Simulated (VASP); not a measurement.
A run of VASP 6.6.1 is set up as follows.

Contents of INCAR:

```
SYSTEM = Si62As
ALGO = Normal
EDIFF = 1E-7
ENCUT = 520
GGA = PE
ISIF = 2
ISMEAR = 0
IVDW = 12
LASPH = .TRUE.
LCHARG = .FALSE.
LREAL = Auto
LWAVE = .FALSE.
NBANDS = 164
NELECT = 252.0
NELM = 100
PREC = Accurate
SIGMA = 0.05
```

KPOINTS

```
k-points
0
G
  1 1 1
  0 0 0
```

POSCAR

```
Si62As
1.0
   10.8600000000      0.0000000000      0.0000000000
    0.0000000000     10.8600000000      0.0000000000
    0.0000000000      0.0000000000     10.8600000000
Si As
62 1
Direct
    0.5012228361      0.0009545120      0.0012918048
    0.6253053407      0.1278858195      0.1284305709
    0.7502434622      0.2499729282      0.0014078269
    0.8700829650      0.3753384899      0.1303353591
    0.7509000000      0.0000441989      0.2494944751
    0.8738800184      0.1260468692      0.3749000921
    0.0007453039     -0.0004440147     -0.0007234807
    0.1243448435      0.1252144567      0.1250688766
    0.2504147330      0.2487183241     -0.0006976059
    0.3764455801      0.3738262431      0.1242257827
    0.5005558011      0.4996901473     -0.0005967772
    0.6258112339      0.6246525783      0.1240115101
    0.7514262431      0.7497467772     -0.0012501842
    0.8755100368      0.8752816759      0.1246673112
    0.2500616022      0.0002478821      0.2503151013
    0.3766063536      0.1255309392      0.3749189687
    0.5015640884      0.2545599448      0.2542299263
    0.7442105893      0.5002188766      0.2554969613
    0.8750668508      0.6243911602      0.3749900552
    0.5004845304     -0.0008785451      0.4994429098
    0.6255796501      0.1253066298      0.6229044199
    0.7469154696      0.2531540516      0.4975364641
    0.8751462247      0.3740744936      0.6228446593
    0.7502047882      0.0004513812      0.7498837937
    0.8747793738      0.1254830571      0.8759572744
   -0.0025178637      0.4983798343      0.0028686004
    0.1254492634      0.6261825046      0.1250722836
    0.2507407919      0.7494244936     -0.0009746777
    0.3731433702      0.8752639963      0.1252330571
   -0.0006488950      0.2497560773      0.2498889503
    0.1249743094      0.3746229282      0.3740567219
    0.2520845304      0.4973851750      0.2495441989
    0.3770743094      0.6234633517      0.3726938306
    0.5023518416      0.7489333333      0.2493838858
    0.6257883057      0.8752074586      0.3741200737
    0.0008100368     -0.0008049724      0.4996750460
    0.1261745856      0.1251313076      0.6263869245
    0.2518329650      0.2511095764      0.4981779926
    0.3717910681      0.3735418048      0.6289054328
    0.6264674954      0.6260005525      0.6263127993
    0.7495439227      0.7487530387      0.4984303867
    0.8749253223      0.8746129834      0.6269794659
    0.2516029466     -0.0018221915      0.7484690608
    0.3743281768      0.1247447514      0.8737651934
    0.5026553407      0.2507135359      0.7482637201
    0.6259661142      0.3744655617      0.8755221915
    0.7498735727      0.4972532228      0.7479327808
    0.8755300184      0.6256187845      0.8738531308
    0.0007285451      0.7497467772      0.2497641805
    0.1264636280      0.8736488029      0.3753476980
    0.0008388582      0.4996763352      0.4993714549
    0.1263516575      0.6239698895      0.6239234807
    0.2541838858      0.7457567219      0.4988476980
    0.3762805709      0.8732911602      0.6237720994
   -0.0000099448      0.2493152855      0.7495993554
    0.1226598527      0.3739488029      0.8772963168
    0.2494254144      0.4994864641      0.7510893186
    0.3755650092      0.6244349908      0.8748225599
    0.5006776243      0.7483350829      0.7490159300
    0.6255186924      0.8756915285      0.8755339779
    0.0018285451      0.7488493554      0.7487191529
    0.1254363720      0.8749162983      0.8744450276
    0.6000141805      0.4001500921      0.3996407919
```

Potentials or basis: VASP PAW PBE potentials, release 64 (Si, As).

The run is started by

```bash
$ cat potpaw_PBE.64/Si/POTCAR potpaw_PBE.64/As/POTCAR > POTCAR
$ mpirun -np 1 vasp_gam > vasp.out
```

Task: Predict the largest force.

Result: 0.479 eV/Å.

Task: What does it give for the dispersion energy per atom?

Result: -0.317 eV.

Forces in eV/Å, atoms in the order of the input:
```
Si  -0.009  0.005  0.007
Si   0.014 -0.018 -0.021
Si   0.002 -0.005 -0.016
Si   0.055 -0.020 -0.052
Si   0.004 -0.001 -0.001
Si  -0.014  0.015 -0.011
Si  -0.002  0.001  0.003
Si   0.011 -0.008  0.001
Si   0.002  0.019  0.013
Si   0.016  0.005  0.014
Si  -0.001 -0.003 -0.004
Si  -0.004 -0.027  0.017
Si  -0.025 -0.003  0.019
Si  -0.001 -0.007  0.003
Si   0.005  0.007  0.015
Si   0.012  0.006 -0.001
Si   0.028 -0.046 -0.040
Si   0.086 -0.046 -0.077
Si  -0.009 -0.016 -0.001
Si   0.002  0.009  0.002
Si   0.009  0.008 -0.006
Si  -0.003  0.005 -0.036
Si  -0.006 -0.008 -0.005
Si  -0.011  0.006 -0.001
Si   0.000 -0.005 -0.007
Si   0.014  0.008 -0.014
Si   0.007  0.005  0.021
Si  -0.005  0.004  0.014
Si   0.003 -0.012  0.020
Si   0.008 -0.009 -0.004
Si  -0.004 -0.001  0.004
Si   0.017 -0.005  0.029
Si  -0.092  0.086  0.055
Si   0.002 -0.022  0.037
Si   0.001  0.009  0.002
Si  -0.033  0.031 -0.001
Si  -0.003  0.013  0.004
Si   0.008  0.009 -0.002
Si  -0.021  0.029  0.016
Si  -0.032  0.050  0.049
Si  -0.022 -0.013 -0.001
Si  -0.019 -0.004 -0.002
Si  -0.011  0.016  0.011
Si  -0.008  0.014  0.003
Si   0.001  0.010 -0.011
Si  -0.003 -0.001 -0.002
Si  -0.017 -0.003 -0.014
Si  -0.018  0.009  0.000
Si  -0.009 -0.002  0.017
Si  -0.038  0.039 -0.001
Si  -0.004 -0.002  0.006
Si  -0.022  0.006  0.012
Si  -0.069  0.069  0.027
Si  -0.006  0.025  0.010
Si  -0.005  0.013  0.002
Si   0.009  0.007 -0.006
Si  -0.010  0.021  0.006
Si  -0.008  0.008  0.014
Si  -0.020  0.038  0.032
Si   0.000  0.016  0.020
Si  -0.020  0.009  0.010
Si  -0.005  0.000  0.008
As   0.274 -0.345 -0.189
```

Caveat: the k points lie up to 0.58 Å⁻¹ apart; the cell carries a net charge on a neutralising background, which shifts energy and pressure.
